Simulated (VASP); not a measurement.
# Rh (P6_3/mmc) in VASP: notebook

The runs below take Rh through vibrations by perturbation theory, electric field gradients, with PBEsol.

All numbers are computed with VASP 6.6.1; they aren't measurements. Logs are shortened: lines on timing, memory, paths and dates and some standing lists are left out, and cuts for length are marked.

### 1 The cell of the first run

The structure is hexagonal, space group P6_3/mmc (No. 194). The conventional cell has a = 2.673 Å, b = 2.673 Å, c = 4.309 Å, α = 90.00°, β = 90.00°, γ = 120.00°. Rh (site symmetry -6m2) has 12 Rh at 2.65 to 2.67 Å within 3.5 Å.

### 2 Vibrations by perturbation theory, PBEsol (phonons at volume x 0.98)

Input file INCAR:

```
SYSTEM = Rh
PREC = Accurate
ENCUT = 520
EDIFF = 1E-8
ISMEAR = -1
SIGMA = 0.15
LREAL = .False.
LASPH = .True.
NELM = 60
ALGO = Fast
ISIF = 2
LWAVE = .False.
LCHARG = .False.
GGA = PS
IBRION = 8
NSW = 1
```

Input file KPOINTS:

```
Automatic mesh
0
Gamma
  18 18 10
  0 0 0
```

Input file POSCAR:

```
Rh
1.0
    2.6728259359      0.0000000000      0.0000000000
   -1.3364129679      2.3147351604      0.0000000000
    0.0000000000      0.0000000000      4.3094101867
Rh
2
Direct
    0.6666666667      0.3333333333      0.7500000000
    0.3333333333      0.6666666667      0.2500000000
```

Potentials or basis: VASP PAW PBE potentials, release 64 (Rh_pv).

Started as:

```bash
$ cat potpaw_PBE.64/Rh_pv/POTCAR > POTCAR
$ mpirun -np 1 vasp_std > vasp.out
```

OUTCAR:

```text
SYSTEM = Rh
   PREC = Accurate
   ENCUT = 520
   EDIFF = 1E-8
   ISMEAR = -1
   LREAL = .False.
   LASPH = .True.
   NELM = 60
   ISIF = 2
   GGA = PS
   IBRION = 8
   NSW = 1

 ion  position               nearest neighbor table
   1  0.667  0.333  0.750-   2 2.65   2 2.65   2 2.65   2 2.65   2 2.65   2 2.65
   2  0.333  0.667  0.250-   1 2.65   1 2.65   1 2.65   1 2.65   1 2.65   1 2.65

  LATTYP: Found a hexagonal cell.
 ALAT       =     2.6728259359
 C/A-ratio  =     1.6123048377

  Lattice vectors:

 A1 = (   2.6728259359,   0.0000000000,   0.0000000000)
 A2 = (  -1.3364129679,   2.3147351604,   0.0000000000)
 A3 = (   0.0000000000,   0.0000000000,   4.3094101867)

Analysis of symmetry for initial positions (statically):
=====================================================================
 Subroutine PRICEL returns:
 Original cell was already a primitive cell.

 Routine SETGRP: Setting up the symmetry group for a
 hexagonal supercell.

 Subroutine GETGRP returns: Found 24 space group operations
 (whereof 12 operations were pure point group operations)
 out of a pool of 24 trial point group operations.

The static configuration has the point symmetry D_3d.
 The point group associated with its full space group is D_6h.

Analysis of symmetry for dynamics (positions and initial velocities):
=====================================================================
 Subroutine PRICEL returns:
 Original cell was already a primitive cell.

 Routine SETGRP: Setting up the symmetry group for a
 hexagonal supercell.

 Subroutine GETGRP returns: Found 24 space group operations
 (whereof 12 operations were pure point group operations)
 out of a pool of 24 trial point group operations.

The dynamic configuration has the point symmetry D_3d.
 The point group associated with its full space group is D_6h.

 Subroutine INISYM returns: Found 24 space group operations
[... 697 lines left out ...]
  energy-cutoff  :      520.00
  volume of cell :       26.66
      direct lattice vectors                 reciprocal lattice vectors
     2.672825936  0.000000000  0.000000000     0.374135849  0.216007433  0.000000000
    -1.336412968  2.314735160  0.000000000     0.000000000  0.432014866  0.000000000
     0.000000000  0.000000000  4.309410187     0.000000000  0.000000000  0.232050317

 POSITION                                       TOTAL-FORCE (eV/Angst)
 -----------------------------------------------------------------------------------
      1.33641      0.77158      3.23206        -0.000000      0.000000      0.000000
     -0.00000      1.54316      1.07735         0.000000     -0.000000      0.000000
 -----------------------------------------------------------------------------------
    total drift:                               -0.000000      0.000000     -0.000000

  FREE ENERGIE OF THE ION-ELECTRON SYSTEM (eV)
  ---------------------------------------------------
  free  energy   TOTEN  =       -16.3036580444 eV

  energy  without entropy=      -16.0764310778  energy(sigma->0) =      -16.19004456

[... ionic steps 2 to 3 ...]

--------------------------------------- Ionic step        4  -------------------------------------------

------------------------ aborting loop because EDIFF is reached ----------------------------------------

[... ionic steps 5 to 5 ...]

--------------------------------------- Ionic step        6  -------------------------------------------

 Free energy of the ion-electron system (eV)
  ---------------------------------------------------
  ---------------------------------------------------
  free energy    TOTEN  =        -0.58782997 eV

  energy without entropy =       -0.58782997

------------------------ aborting loop because EDIFF is reached ----------------------------------------

 INTERNAL STRAIN TENSOR  FOR ION    1  DIRECTION 3   (eV/Angst):
 -----------------------------------------------------------------------------
     0.06463  0.00000 -0.00000
     0.00000  0.06463  0.00000
     0.00000  0.00000 -0.12220

 INTERNAL STRAIN TENSOR FOR ION    2 for displacements in x,y,z  (eV/Angst):
          X           Y           Z          XY          YZ          ZX
  --------------------------------------------------------------------------------
  x    -0.00000     0.00000     0.00000    -2.67937     0.00000     0.00000
  y    -2.67937     2.67937    -0.00000     0.00000     0.00000     0.00000
  z    -0.00000     0.00000     0.00000     0.00000     0.00000     0.00000

 SECOND DERIVATIVES (NOT SYMMETRIZED)
 ------------------------------------
               1X          1Y          1Z          2X          2Y          2Z
  1X    -4.692934   -0.000000    0.000000    4.692934    0.000000    0.000000
  1Y    -0.000000   -4.692934    0.000000    0.000000    4.692934    0.000000
  1Z     0.000000    0.000000  -13.082487   -0.000000   -0.000000   13.082487
  2X     4.692934    0.000000    0.000000   -4.692934   -0.000000    0.000000
  2Y     0.000000    4.692934    0.000000   -0.000000   -4.692934    0.000000
  2Z    -0.000000   -0.000000   13.082487    0.000000    0.000000  -13.082487

 Eigenvectors and eigenvalues of the dynamical matrix
 ----------------------------------------------------

   1 f  =    7.882982 THz    49.530236 2PiTHz  262.947972 cm-1    32.601379 meV
             X         Y         Z           dx          dy          dz
      1.336413  0.771578  3.232058     0.000000    0.000000   -0.707107
     -0.000000  1.543157  1.077353    -0.000000    0.000000    0.707107
[... 16 lines left out ...]
   5 f  =    0.000000 THz     0.000000 2PiTHz    0.000000 cm-1     0.000000 meV
             X         Y         Z           dx          dy          dz
      1.336413  0.771578  3.232058    -0.000000   -0.000000    0.707107
     -0.000000  1.543157  1.077353     0.000000    0.000000    0.707107

   6 f/i=    0.000000 THz     0.000000 2PiTHz    0.000002 cm-1     0.000000 meV
             X         Y         Z           dx          dy          dz
      1.336413  0.771578  3.232058    -0.707035    0.010049    0.000000
     -0.000000  1.543157  1.077353    -0.707035    0.010049    0.000000

--------------------------------------------------------------------------------------------------------

 ELASTIC MODULI CONTR FROM IONIC RELAXATION (kBar)
 Direction    XX          YY          ZZ          XY          YZ          ZX
 --------------------------------------------------------------------------------
 XX         -91.9266     91.9266     -0.0000     -0.0000      0.0000      0.0000
 YY          91.9266    -91.9266      0.0000     -0.0000      0.0000      0.0000
 ZZ          -0.0000      0.0000     -0.0000      0.0000      0.0000      0.0000
 XY          -0.0000     -0.0000      0.0000    -91.9266      0.0000      0.0000
 YZ           0.0000      0.0000      0.0000      0.0000      0.0000      0.0000
 ZX           0.0000      0.0000      0.0000      0.0000      0.0000      0.0000
 --------------------------------------------------------------------------------
```

OSZICAR:

```text
N       E                     dE             d eps       ncg     rms          rms(c)
DAV:   1     0.323533592266E+03    0.32353E+03   -0.19695E+04  8476   0.185E+03
DAV:   2    -0.973272361492E+01   -0.33327E+03   -0.32475E+03  8808   0.528E+02
DAV:   3    -0.174581440419E+02   -0.77254E+01   -0.75569E+01  9145   0.887E+01
DAV:   4    -0.175136280493E+02   -0.55484E-01   -0.55441E-01  9145   0.760E+00
[... 68 lines left out ...]
RMM:  22    -0.587829946804E+00   -0.12233E-07    0.49042E-07 19656   0.755E-05    0.403E-07
RMM:  23    -0.587829947581E+00   -0.77663E-09    0.48176E-07 19256   0.740E-05    0.540E-07
RMM:  24    -0.587829956738E+00   -0.91573E-08    0.39801E-07 19120   0.730E-05    0.567E-07
RMM:  25    -0.587829958327E+00   -0.15888E-08    0.41638E-07 19596   0.724E-05    0.486E-07
RMM:  26    -0.587829972094E+00   -0.13767E-07    0.35749E-07 24291   0.723E-05    0.525E-08
 Linear response finished
```

It took 26 min on 1 thread of Intel Xeon Platinum 8259CL at 2.50GHz (Skylake/Cascade Lake), shared host; peak memory 0.93 GiB.

What came out:

| Item | Value |
| --- | --- |
| Highest phonon frequency at Γ | 263 cm⁻¹ |

Phonon frequencies in cm⁻¹ (negative: imaginary):
| q point | frequencies |
| --- | --- |
| (0.000, 0.000, 0.000) | 0 0 0 157 157 263 |

Caveat: the cell differs from its parent crystal (phonons at volume x 0.98); the cell wasn't relaxed at this level first, which shifts response properties; the PAW data sets were made with another functional, which shifts forces and pressure a little.

### 3 Vibrations by perturbation theory, PBEsol

This run uses another cell than the first one, of 13.38 Å³/atom, 1.004 times its volume.

Input file INCAR:

```
PREC = Accurate
ENCUT = 520
EDIFF = 1E-8
ISMEAR = -1
SIGMA = 0.15
LREAL = F
LASPH = T
NELM = 100
ALGO = Normal
ISIF = 2
LWAVE = F
LCHARG = F
GGA = PS
IBRION = 8
NSW = 1
```

Input file KPOINTS:

```
regular mesh
0
Gamma
  18 18 10
```

Input file POSCAR:

```
Rh
1.0
    2.6760728256      0.0000000000      0.0000000000
   -1.3380364128      2.3175470493      0.0000000000
    0.0000000000      0.0000000000      4.3140160293
Rh
2
Direct
    0.6666666667      0.3333333333      0.7500000000
    0.3333333333      0.6666666667      0.2500000000
```

Potentials or basis: VASP PAW PBE potentials, release 64 (Rh_pv).

Started as:

```bash
$ cat potpaw_PBE.64/Rh_pv/POTCAR > POTCAR
$ mpirun -np 1 vasp_std > vasp.out
```

OUTCAR:

```text
PREC = Accurate
   ENCUT = 520
   EDIFF = 1E-8
   ISMEAR = -1
   LREAL = F
   LASPH = T
   NELM = 100
   ISIF = 2
   GGA = PS
   IBRION = 8
   NSW = 1

 ion  position               nearest neighbor table
   1  0.667  0.333  0.750-   2 2.65   2 2.65   2 2.65   2 2.65   2 2.65   2 2.65
   2  0.333  0.667  0.250-   1 2.65   1 2.65   1 2.65   1 2.65   1 2.65   1 2.65

  LATTYP: Found a hexagonal cell.
 ALAT       =     2.6760728256
 C/A-ratio  =     1.6120697419

[... 790 lines left out ...]
  1Z     0.000000    0.000000  -12.850801   -0.000000    0.000000   12.850801
  2X     4.643040    0.000000    0.000000   -4.643040   -0.000000    0.000000
  2Y    -0.000000    4.643040    0.000000    0.000000   -4.643040    0.000000
  2Z    -0.000000    0.000000   12.850801    0.000000    0.000000  -12.850801

 Eigenvectors and eigenvalues of the dynamical matrix
 ----------------------------------------------------

   1 f  =    7.812868 THz    49.089695 2PiTHz  260.609214 cm-1    32.311410 meV
             X         Y         Z           dx          dy          dz
      1.338036  0.772516  3.235512     0.000000    0.000000   -0.707107
     -0.000000  1.545031  1.078504    -0.000000    0.000000    0.707107
[... 16 lines left out ...]
   5 f  =    0.000000 THz     0.000000 2PiTHz    0.000000 cm-1     0.000000 meV
             X         Y         Z           dx          dy          dz
      1.338036  0.772516  3.235512    -0.000000    0.000000    0.707107
     -0.000000  1.545031  1.078504     0.000000    0.000000    0.707107

   6 f/i=    0.000000 THz     0.000000 2PiTHz    0.000001 cm-1     0.000000 meV
             X         Y         Z           dx          dy          dz
      1.338036  0.772516  3.235512     0.707107   -0.000000   -0.000000
     -0.000000  1.545031  1.078504     0.707107   -0.000000    0.000000

--------------------------------------------------------------------------------------------------------

 ELASTIC MODULI CONTR FROM IONIC RELAXATION (kBar)
 Direction    XX          YY          ZZ          XY          YZ          ZX
 --------------------------------------------------------------------------------
 XX         -89.2675     89.2675     -0.0000     -0.0000      0.0000      0.0000
 YY          89.2675    -89.2675      0.0000      0.0000      0.0000      0.0000
 ZZ          -0.0000      0.0000     -0.0000      0.0000      0.0000      0.0000
 XY          -0.0000      0.0000      0.0000    -89.2675      0.0000      0.0000
 YZ           0.0000      0.0000      0.0000      0.0000      0.0000      0.0000
 ZX           0.0000      0.0000      0.0000      0.0000      0.0000      0.0000
 --------------------------------------------------------------------------------
```

OSZICAR:

```text
N       E                     dE             d eps       ncg     rms          rms(c)
DAV:   1     0.323948126816E+03    0.32395E+03   -0.19637E+04  8468   0.185E+03
DAV:   2    -0.975820973682E+01   -0.33371E+03   -0.32477E+03  8864   0.528E+02
DAV:   3    -0.174649895927E+02   -0.77068E+01   -0.75436E+01  9146   0.886E+01
DAV:   4    -0.175190558818E+02   -0.54066E-01   -0.54014E-01  9232   0.756E+00
[... 58 lines left out ...]
RMM:  15    -0.587663483559E+00   -0.20616E-06    0.26557E-06 20686   0.875E-05    0.129E-06
RMM:  16    -0.587663595891E+00   -0.11233E-06    0.18771E-06 20161   0.672E-05    0.651E-07
RMM:  17    -0.587663652147E+00   -0.56256E-07    0.15722E-06 19003   0.519E-05    0.633E-07
RMM:  18    -0.587663730996E+00   -0.78849E-07    0.97585E-07 17678   0.431E-05    0.239E-07
RMM:  19    -0.587663777879E+00   -0.46884E-07    0.63174E-07 14643   0.361E-05    0.770E-08
 Linear response finished
```

It took 23 min on 1 thread of Intel Xeon Platinum 8259CL at 2.50GHz (Skylake/Cascade Lake), shared host; peak memory 0.94 GiB.

Results:

| Property | Result |
| --- | --- |
| Highest phonon frequency at Γ | 261 cm⁻¹ |

Phonon frequencies in cm⁻¹ (negative: imaginary):
| q point | frequencies |
| --- | --- |
| (0.000, 0.000, 0.000) | 0 0 0 157 157 261 |

Caveat: the cell wasn't relaxed at this level first, which shifts response properties; the PAW data sets were made with another functional, which shifts forces and pressure a little.

### 4 Electric field gradients, PBEsol

This run uses another cell than the first one, of 13.60 Å³/atom, 1.020 times its volume.

Input file INCAR:

```
ALGO     = Fast           # electronic algorithm
EDIFF    = 1E-8           # SCF threshold, eV
ENCUT    = 520            # plane-wave cutoff, eV
GGA      = PS             # functional
ISIF     = 2              # what is computed and relaxed
ISMEAR   = -1             # smearing method
LASPH    = T              # aspherical terms in the spheres
LCHARG   = F              # write CHGCAR
LEFG     = T            
LREAL    = F              # projectors in reciprocal space
LWAVE    = F              # write WAVECAR
NBANDS   = 22             # bands
NELM     = 80             # most SCF steps
PREC     = Accurate       # precision mode
SIGMA    = 0.15           # smearing width, eV
```

Input file KPOINTS:

```
k-points
0
Gamma
  18 18 10
```

Input file POSCAR:

```
Rh
1.0
    2.6915153665      0.0000000000      0.0000000000
   -1.3457576832      2.3309206821      0.0000000000
    0.0000000000      0.0000000000      4.3365003384
Rh
2
Direct
    0.6666666667      0.3333333333      0.7500000000
    0.3333333333      0.6666666667      0.2500000000
```

Potentials or basis: VASP PAW PBE potentials, release 64 (Rh_pv).

Started as:

```bash
$ cat potpaw_PBE.64/Rh_pv/POTCAR > POTCAR
$ mpirun -np 1 vasp_std > vasp.out
```

OUTCAR:

```text
EDIFF = 1E-8
   ENCUT = 520
   GGA = PS
   ISIF = 2
   ISMEAR = -1
   LASPH = T
   LREAL = F
   NELM = 80
   PREC = Accurate

 ion  position               nearest neighbor table
   1  0.667  0.333  0.750-   2 2.67   2 2.67   2 2.67   2 2.67   2 2.67   2 2.67
   2  0.333  0.667  0.250-   1 2.67   1 2.67   1 2.67   1 2.67   1 2.67   1 2.67

  LATTYP: Found a hexagonal cell.
 ALAT       =     2.6915153665
 C/A-ratio  =     1.6111742821

  Lattice vectors:

 A1 = (   2.6915153665,   0.0000000000,   0.0000000000)
 A2 = (  -1.3457576832,   2.3309206821,   0.0000000000)
 A3 = (   0.0000000000,   0.0000000000,   4.3365003384)

Analysis of symmetry for initial positions (statically):
=====================================================================
 Subroutine PRICEL returns:
 Original cell was already a primitive cell.

 Routine SETGRP: Setting up the symmetry group for a
[... 792 lines left out ...]
  energy-cutoff  :      520.00
  volume of cell :       27.21
      direct lattice vectors                 reciprocal lattice vectors
     2.691515367  0.000000000  0.000000000     0.371537912  0.214507514  0.000000000
    -1.345757683  2.330920682  0.000000000     0.000000000  0.429015027  0.000000000
     0.000000000  0.000000000  4.336500338     0.000000000  0.000000000  0.230600697

 POSITION                                       TOTAL-FORCE (eV/Angst)
 -----------------------------------------------------------------------------------
      1.34576      0.77697      3.25238         0.000000     -0.000000      0.000000
     -0.00000      1.55395      1.08413        -0.000000      0.000000      0.000000
 -----------------------------------------------------------------------------------
    total drift:                               -0.000000      0.000000     -0.000000

  FREE ENERGIE OF THE ION-ELECTRON SYSTEM (eV)
  ---------------------------------------------------
  free  energy   TOTEN  =       -16.3139994740 eV

  energy  without entropy=      -16.0793547540  energy(sigma->0) =      -16.19667711

 Electric field gradients (V/A^2)
---------------------------------------------------------------------
 ion       V_xx      V_yy      V_zz      V_xy      V_xz      V_yz
---------------------------------------------------------------------
   1      -1.879    -1.878     3.756     0.001    -0.000     0.000
   2      -1.879    -1.878     3.756     0.001     0.000    -0.000
---------------------------------------------------------------------

 Electric field gradients after diagonalization (V/A^2)
 (convention: |V_zz| > |V_xx| > |V_yy|)
----------------------------------------------------------------------
 ion       V_xx      V_yy      V_zz     asymmetry (V_yy - V_xx)/ V_zz
----------------------------------------------------------------------
   1      -1.879    -1.877     3.756       0.001
   2      -1.879    -1.877     3.756       0.001
----------------------------------------------------------------------

           NMR quadrupolar parameters

 Cq : quadrupolar parameter    Cq=e*Q*V_zz/h
 eta: asymmetry parameters     (V_yy - V_xx)/ V_zz
 Q  : nuclear electric quadrupole moment in mb (millibarn)
----------------------------------------------------------------------
 ion       Cq(MHz)       eta       Q (mb)
----------------------------------------------------------------------
   1       0.009       0.001       1.000
   2       0.009       0.001       1.000
----------------------------------------------------------------------
```

It took 54 s on 1 thread of Intel Xeon 6975P-C (Granite Rapids), shared host; peak memory 0.21 GiB.

Results:

```yaml
Free_energy: -16.3140 eV
Pressure: 0.0 GPa
Band_gap_on_the_k_mesh: zero (band 15 reaches 12.72 eV, above the bottom of band 16 at 10.23 eV)
```

Electric field gradients, principal values (V/Å²):
| atom | least | middle | greatest (by size) |
| --- | --- | --- | --- |
| 1 Rh | -1.877 | -1.879 | 3.756 |
| 2 Rh | -1.877 | -1.879 | 3.756 |

Caveat: without QUAD_EFG the Cq values of the log hold for a quadrupole moment of 1 mb, not for the nuclei; the PAW data sets were made with another functional, which shifts forces and pressure a little.
